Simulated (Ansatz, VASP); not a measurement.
Two plane-wave programs on MgO

File INCAR:

```
SYSTEM = MgO
PREC     = Accurate       ! precision mode
ENCUT    = 520            ! plane-wave cutoff, eV
EDIFF    = 1E-7           ! SCF threshold, eV
ISMEAR   = 0              ! smearing method
SIGMA    = 0.05           ! smearing width, eV
LREAL    = .FALSE.        ! projectors in reciprocal space
LASPH    = .TRUE.         ! aspherical terms in the spheres
NELM     = 80             ! most SCF steps
ALGO     = Normal         ! electronic algorithm
ISIF     = 2              ! what is computed and relaxed
LWAVE    = .FALSE.        ! write WAVECAR
LCHARG   = .TRUE.         ! write CHGCAR
GGA      = PE             ! functional
LELF     = .TRUE.         ! ELF
LVHAR    = .TRUE.       
NBANDS   = 16             ! bands
```

The input KPOINTS:

```
regular mesh
0
G
  9 9 6
  0 0 0
```

Contents of POSCAR:

```
MgO
1.0
    3.5211769716      0.0000000000      0.0000000000
   -1.7605884858      3.0494287086      0.0000000000
    0.0000000000      0.0000000000      4.1718904760
Mg O
2 2
Direct
    0.6666666667      0.3333333333      0.7500000000
    0.3333333333      0.6666666667      0.2500000000
    0.6666666667      0.3333333333      0.2500000000
    0.3333333333      0.6666666667      0.7500000000
```

Input for Ansatz:

```yaml
crystal:
  lattice:
    - [3.5211769716, 0.0, 0.0]
    - [-1.7605884858, 3.0494287086, 0.0]
    - [0.0, 0.0, 4.171890476]
  atoms:
    - { symbol: Mg, position: [0.6666666667, 0.3333333333, 0.75] }
    - { symbol: Mg, position: [0.3333333333, 0.6666666667, 0.25] }
    - { symbol: O, position: [0.6666666667, 0.3333333333, 0.25] }
    - { symbol: O, position: [0.3333333333, 0.6666666667, 0.75] }
basis:
  ecutwfc: 520.0
kpoints:
  mp_grid: { grid: [9, 9, 6] }
hamiltonian:
  xc: pbe
  pseudopotentials: { kind: paw, azcp: { folder: soft_1 } }
scf:
  occupations: { method: gaussian, width: 0.05 }
output:
  forces: true
  stress: true
  eigenvalues: true
```

Alike in both runs: task single point; functional PBE; k mesh 9 × 9 × 6; occupations gaussian, width 0.05 eV; no spin polarisation.

```csv
,VASP,Ansatz
version,VASP 6.6.1,Ansatz 0.2.0
potentials or method,"VASP PAW PBE potentials, release 64 (Mg, O), cutoff 520 eV","scalar-relativistic, plane waves, PAW"
valence electrons in the cell,16,32
```

|  | VASP | Ansatz | Ansatz less VASP |
| --- | --- | --- | --- |
| gap on the k mesh at the Fermi level (eV) | 3.36 | 3.38 | +0.020 |
| least direct gap on the mesh (eV) | 3.36 | 3.38 | +0.020 |
| pressure (GPa) | 1.6 | 2.2 | +0.58 |
| traceless stress, the component that is largest in VASP (GPa) | 1.81 | 1.92 | +0.104 |

VASP's potentials hold 16 valence electrons a cell and Ansatz's 32, so a difference there can come from the potentials and not from the codes.
